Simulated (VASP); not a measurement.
Here is a VASP 6.6.1 calculation.

The input INCAR:

```
SYSTEM = CoSn
PREC     = Accurate       ! precision mode
ENCUT    = 520            ! plane-wave cutoff, eV
EDIFF    = 1E-6           ! SCF threshold, eV
ISMEAR   = 0              ! smearing method
SIGMA    = 0.1            ! smearing width, eV
LREAL    = .FALSE.        ! projectors in reciprocal space
LASPH    = .TRUE.         ! aspherical terms in the spheres
NELM     = 80             ! most SCF steps
ALGO     = Fast           ! electronic algorithm
ISIF     = 2              ! what is computed and relaxed
LWAVE    = .FALSE.        ! write WAVECAR
LCHARG   = .FALSE.        ! write CHGCAR
GGA      = PE             ! functional
NBANDS   = 44             ! bands
```

File KPOINTS:

```
regular mesh
0
G
  9 9 8
  0 0 0
```

The input POSCAR:

```
CoSn
1.0
    5.1884862293      0.0000000000      0.0000000000
   -2.5942431146      4.4933608818      0.0000000000
    0.0000000000      0.0000000000      4.1438881657
Co Sn
3 3
Direct
    0.0000000000      0.5000000000      0.0000000000
    0.5000000000      0.5000000000      0.0000000000
    0.5000000000      0.0000000000      0.0000000000
    0.6666666667      0.3333333333      0.5000000000
    0.3333333333      0.6666666667      0.5000000000
    0.0000000000      0.0000000000      0.0000000000
```

Potentials or basis: VASP PAW PBE potentials, release 64 (Co, Sn_d).

Launch:

```sh
$ cat potpaw_PBE.64/Co/POTCAR potpaw_PBE.64/Sn_d/POTCAR > POTCAR
$ mpirun -np 1 vasp_std > vasp.out
```

Problem. Predict the pressure.

Solution. 9.0 GPa.

Problem. What does it give for the band gap on the k mesh?

Solution. Zero (an odd number of electrons rules out a gap without spin polarisation).

Caveat: the cell stands under pressure; spin-orbit coupling is left out, which moves the levels of the heavy elements; the run has no spin polarisation, though such a crystal can be magnetic. Spin polarisation is off, so any magnetic state and its effect on volume and gap are missing.
